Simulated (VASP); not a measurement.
Here is a VASP 6.6.1 calculation.

Contents of INCAR:

```
PREC = Accurate
ENCUT = 600
EDIFF = 1E-6
ISMEAR = -1
SIGMA = 0.1
LREAL = F
LASPH = T
NELM = 60
ALGO = Normal
ISIF = 3
LWAVE = F
LCHARG = F
GGA = PS
IBRION = 2
NSW = 80
EDIFFG = -0.01
```

File KPOINTS:

```
Automatic mesh
0
Gamma
  11 11 11
```

The input POSCAR:

```
Ni
1.0
    0.0000000000      2.4534603088      2.4534603088
    2.4534603088      0.0000000000      2.4534603088
    2.4534603088      2.4534603088      0.0000000000
Ni
2
Direct
    0.1250000000      0.1250000000      0.1250000000
    0.8750000000      0.8750000000      0.8750000000
```

Potentials or basis: VASP PAW PBE potentials, release 64 (Ni).

Run with:

```console
$ cat potpaw_PBE.64/Ni/POTCAR > POTCAR
$ mpirun -np 1 vasp_std > vasp.out
```

Predict the relaxed volume.

15.64 Å³/atom.

What does it give for the space group after relaxing (to 0.05 Å)?

Fd-3m (No. 227).

Predict the relaxed cell.

a = 3.536 Å, b = 3.536 Å, c = 3.536 Å, α = 60.00°, β = 60.00°, γ = 60.00°.

Predict the band gap on the k mesh.

zero (band 10 reaches 4.99 eV, above the bottom of band 11 at 4.68 eV).

Final structure:
```
Ni
1.0
     0.00000    2.50064    2.50064
     2.50064    0.00000    2.50064
     2.50064    2.50064    0.00000
Ni
2
Direct
  0.12500 0.12500 0.12500
  0.87500 0.87500 0.87500
```

Caveat: the PAW data sets were made with another functional, which shifts forces and pressure a little; the run has no spin polarisation, though such a crystal can be magnetic. Spin polarisation is off, so any magnetic state and its effect on volume and gap are missing.
